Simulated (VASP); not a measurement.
# GaSb in VASP: single point with PBE

Aim: the single point of GaSb with PBE.

All numbers are computed with VASP 6.6.1; they aren't measurements. Logs are shortened: lines on timing, memory, paths and dates and some standing lists are left out, and cuts for length are marked.

## Step 1: The cell of the first run

The cell holds a wire or tube with vacuum around it, 12 atoms: a = 16.000 Å, b = 16.600 Å, c = 4.376 Å, α = 90.00°, β = 90.00°, γ = 90.00°.

## Step 2: Single point, PBE

INCAR reads:

```
SYSTEM = GaSb
ALGO     = Normal         ! electronic algorithm
EDIFF    = 1E-6           ! SCF threshold, eV
ENCUT    = 520            ! plane-wave cutoff, eV
GGA      = PE             ! functional
ISIF     = 2              ! what is computed and relaxed
ISMEAR   = 0              ! smearing method
LASPH    = .True.         ! aspherical terms in the spheres
LCHARG   = .False.        ! write CHGCAR
LREAL    = .False.        ! projectors in reciprocal space
LWAVE    = .False.        ! write WAVECAR
NBANDS   = 66             ! bands
NELM     = 60             ! most SCF steps
PREC     = Accurate       ! precision mode
SIGMA    = 0.05           ! smearing width, eV
```

KPOINTS reads:

```
k-points
0
Gamma
  1 1 11
  0 0 0
```

POSCAR reads:

```
GaSb
1.0
   16.0000000000      0.0000000000      0.0000000000
    0.0000000000     16.6000000000      0.0000000000
    0.0000000000      0.0000000000      4.3757281186
Ga Sb
6 6
Direct
    0.6920696250      0.5673808447      0.5000000000
    0.5354930321      0.6940154099      0.0000000000
    0.3434234071      0.6266345652      0.5000000000
    0.3079303750      0.4326191553      0.0000000000
    0.4645069679      0.3059845901      0.5000000000
    0.6565765929      0.3733654348      0.0000000000
    0.6899338463      0.6536129353      0.0000000000
    0.4569454924      0.7353486710      0.5000000000
    0.2670116461      0.5817357357      0.0000000000
    0.3100661537      0.3463870647      0.5000000000
    0.5430545076      0.2646513290      0.0000000000
    0.7329883539      0.4182642643      0.5000000000
```

Potentials or basis: VASP PAW PBE potentials, release 64 (Ga_d, Sb).

Run with:

```
$ cat potpaw_PBE.64/Ga_d/POTCAR potpaw_PBE.64/Sb/POTCAR > POTCAR
$ mpirun -np 1 vasp_std > vasp.out
```

OUTCAR:

```text
SYSTEM = GaSb
   EDIFF = 1E-6
   ENCUT = 520
   GGA = PE
   ISIF = 2
   ISMEAR = 0
   LASPH = .True.
   LREAL = .False.
   NELM = 60
   PREC = Accurate

 ion  position               nearest neighbor table
   1  0.692  0.567  0.500-  12 2.56   7 2.61   7 2.61
   2  0.535  0.694  0.000-   7 2.56   8 2.61   8 2.61
   3  0.343  0.627  0.500-   8 2.56   9 2.61   9 2.61
   4  0.308  0.433  0.000-   9 2.56  10 2.61  10 2.61
   5  0.465  0.306  0.500-  10 2.56  11 2.61  11 2.61
   6  0.657  0.373  0.000-  11 2.56  12 2.61  12 2.61
   7  0.690  0.654  0.000-   2 2.56   1 2.61   1 2.61
   8  0.457  0.735  0.500-   3 2.56   2 2.61   2 2.61
   9  0.267  0.582  0.000-   4 2.56   3 2.61   3 2.61
  10  0.310  0.346  0.500-   5 2.56   4 2.61   4 2.61
  11  0.543  0.265  0.000-   6 2.56   5 2.61   5 2.61
  12  0.733  0.418  0.500-   1 2.56   6 2.61   6 2.61

  LATTYP: Found a simple orthorhombic cell.
 ALAT       =     4.3757281186
 B/A-ratio  =     3.6565343107
 C/A-ratio  =     3.7936543474

  Lattice vectors:

 A1 = (   0.0000000000,   0.0000000000,   4.3757281186)
 A2 = (  16.0000000000,   0.0000000000,   0.0000000000)
 A3 = (   0.0000000000,  16.6000000000,   0.0000000000)

Analysis of symmetry for initial positions (statically):
=====================================================================
 Subroutine PRICEL returns:
 Original cell was already a primitive cell.

 Routine SETGRP: Setting up the symmetry group for a
 simple orthorhombic supercell.

 Subroutine GETGRP returns: Found  4 space group operations
 (whereof  2 operations were pure point group operations)
 out of a pool of  8 trial point group operations.

The static configuration has the point symmetry C_1h.
 The point group associated with its full space group is C_2h.

Analysis of symmetry for dynamics (positions and initial velocities):
=====================================================================
 Subroutine PRICEL returns:
 Original cell was already a primitive cell.

 Routine SETGRP: Setting up the symmetry group for a
 simple orthorhombic supercell.

 Subroutine GETGRP returns: Found  4 space group operations
 (whereof  2 operations were pure point group operations)
 out of a pool of  8 trial point group operations.

The dynamic configuration has the point symmetry C_1h.
 The point group associated with its full space group is C_2h.

 Subroutine INISYM returns: Found  4 space group operations
 (whereof  2 operations are pure point group operations),
[... 109 lines left out ...]
   NUPDOWN=      -1.0000    fix difference up-down
   EMIN   =  10.00;   EMAX   =-10.00  energy-range for DOS
   EFERMI =   0.00;   METHOD = LEGACY
   ISMEAR =     0;   SIGMA  =   0.05  broadening in eV -4-tet -1-fermi 0-gaus
   EFERMI_NEDOS =   21; number of points for ismear=-14 and -15
   IALGO  =     38    algorithm
   IMIX   =      4    mixing-type and parameters
     AMIX     =   0.40;   BMIX     =  1.00
     AMIX_MAG =   1.60;   BMIX_MAG =  1.00
  volume/ion in A,a.u.               =      96.85       653.57
  Fermi-wavevector in a.u.,A,eV,Ry     =   0.741521  1.401271  7.481204  0.549853
  Thomas-Fermi vector in A             =   1.836181
   LORBIT       =      0    0 simple, 1 ext, 2 COOP (PROOUT), +10 PAW based schemes
   GGA     = PE    functional components
   LHFCALC =     F    Hartree Fock is set to
   AEXX    =    0.0000 exact exchange contribution
   IVDW    =     0    specifies the selected vdW correction
   LEPSILON=     F    determine dielectric tensor
   LRPA    =     F    only Hartree local field effects (RPA)
 non-spin polarized calculation
 Gauss-broadening in eV      SIGMA  =   0.05
  energy-cutoff  :      520.00
  volume of cell :     1162.19
 maximum number of plane-waves:     31352
 NGX is ok and might be reduce to   120
   NGX = 59   NGY = 61   NGZ = 17

 number of electron     107.9999969 magnetization

 Free energy of the ion-electron system (eV)
  ---------------------------------------------------
  ext. energy  EPLUGINS =         0.00000000
  ---------------------------------------------------
  free energy    TOTEN  =       -40.25874658 eV

  energy without entropy =      -40.25874658  energy(sigma->0) =      -40.25874658

 E-fermi :  -2.0150     XC(G=0):  -3.6755

 val. band max:       -2.2504631991   @ k =   0.0000   0.0000   0.0000
 cond. band min:      -1.3117303161   @ k =   0.0000   0.0000   0.0000
 fundamental gap:      0.9387328831
 Fermi energy:        -2.0150149775

 k-point     1 :       0.0000    0.0000    0.0000
  band No.  band energies     occupation
      1     -16.9323      2.00000
      2     -16.9228      2.00000
      3     -16.9227      2.00000
      4     -16.9030      2.00000
      5     -16.9029      2.00000
      6     -16.8917      2.00000
[... 403 lines left out ...]
     65       1.0664      0.00000
     66       1.5831      0.00000

------------------------ aborting loop because EDIFF is reached ----------------------------------------

  FORCE on cell =-STRESS in cart. coord.  units (eV):
  Direction    XX          YY          ZZ          XY          YZ          ZX
  --------------------------------------------------------------------------------------
  -------------------------------------------------------------------------------------
  Total        5.5958174      5.6127503     -0.2310319      0.0012544      0.0000000      0.0000000
  in kB        7.7142856      7.7376290     -0.3184962      0.0017293      0.0000000      0.0000000
  external PRESSURE =       5.0444728 kB  Pullay stress =       0.0000000 kB

 VOLUME and BASIS-vectors are now :
 -----------------------------------------------------------------------------
  energy-cutoff  :      520.00
  volume of cell :     1162.19
      direct lattice vectors                 reciprocal lattice vectors
    16.000000000  0.000000000  0.000000000     0.062500000  0.000000000  0.000000000
     0.000000000 16.600000000  0.000000000     0.000000000  0.060240964  0.000000000
     0.000000000  0.000000000  4.375728119     0.000000000  0.000000000  0.228533394

 POSITION                                       TOTAL-FORCE (eV/Angst)
 -----------------------------------------------------------------------------------
     11.07311      9.41852      2.18786        -0.238125      0.008026      0.000000
      8.56789     11.52066      0.00000        -0.124541     -0.202961      0.000000
      5.49477     10.40213      2.18786         0.113276     -0.209674      0.000000
      4.92689      7.18148      0.00000         0.238125     -0.008026      0.000000
      7.43211      5.07934      2.18786         0.124541      0.202961      0.000000
     10.50523      6.19787      0.00000        -0.113276      0.209674      0.000000
     11.03894     10.84997      0.00000         0.549316      0.365682      0.000000
      7.31113     12.20679      2.18786        -0.042790      0.657530      0.000000
      4.27219      9.65681      0.00000        -0.591732      0.293992      0.000000
      4.96106      5.75003      2.18786        -0.549316     -0.365682      0.000000
      8.68887      4.39321      0.00000         0.042790     -0.657530      0.000000
     11.72781      6.94319      2.18786         0.591732     -0.293992      0.000000
 -----------------------------------------------------------------------------------
    total drift:                                0.000000      0.000000      0.000000

  FREE ENERGIE OF THE ION-ELECTRON SYSTEM (eV)
  ---------------------------------------------------
  free  energy   TOTEN  =       -40.2587465817 eV

  energy  without entropy=      -40.2587465817  energy(sigma->0) =      -40.25874658
```

OSZICAR:

```text
N       E                     dE             d eps       ncg     rms          rms(c)
DAV:   1     0.706497442910E+03    0.70650E+03   -0.43207E+04   984   0.138E+03
DAV:   2     0.283635221802E+02   -0.67813E+03   -0.66021E+03  1060   0.304E+02
DAV:   3    -0.375002563834E+02   -0.65864E+02   -0.65120E+02   892   0.103E+02
[... 14 lines left out ...]
DAV:  18    -0.402587056034E+02   -0.32152E-04   -0.14129E-06   608   0.221E-02    0.235E-03
DAV:  19    -0.402587373175E+02   -0.31714E-04   -0.20439E-06   592   0.577E-03    0.737E-04
DAV:  20    -0.402587453695E+02   -0.80520E-05   -0.56758E-07   604   0.982E-03    0.498E-04
DAV:  21    -0.402587464350E+02   -0.10654E-05   -0.38074E-07   510   0.401E-03    0.242E-04
DAV:  22    -0.402587465817E+02   -0.14676E-06   -0.79870E-08   506   0.255E-03
   1 F= -.40258747E+02 E0= -.40258747E+02  d E =-.600906E-12
```

It took 35 min on 1 thread of AMD EPYC 7R13, shared host; peak memory 1.2 GiB.

Results:

- Free energy: -40.2587 eV
- Largest force: 0.661 eV/Å
- Band gap on the k mesh: 0.94 eV

Forces on the atoms (eV/Å):
```
Ga  -0.238  0.008  0.000
Ga  -0.125 -0.203  0.000
Ga   0.113 -0.210  0.000
Ga   0.238 -0.008  0.000
Ga   0.125  0.203  0.000
Ga  -0.113  0.210  0.000
Sb   0.549  0.366  0.000
Sb  -0.043  0.658  0.000
Sb  -0.592  0.294  0.000
Sb  -0.549 -0.366  0.000
Sb   0.043 -0.658  0.000
Sb   0.592 -0.294  0.000
```

Caveat: spin-orbit coupling is left out, which moves the levels of the heavy elements.
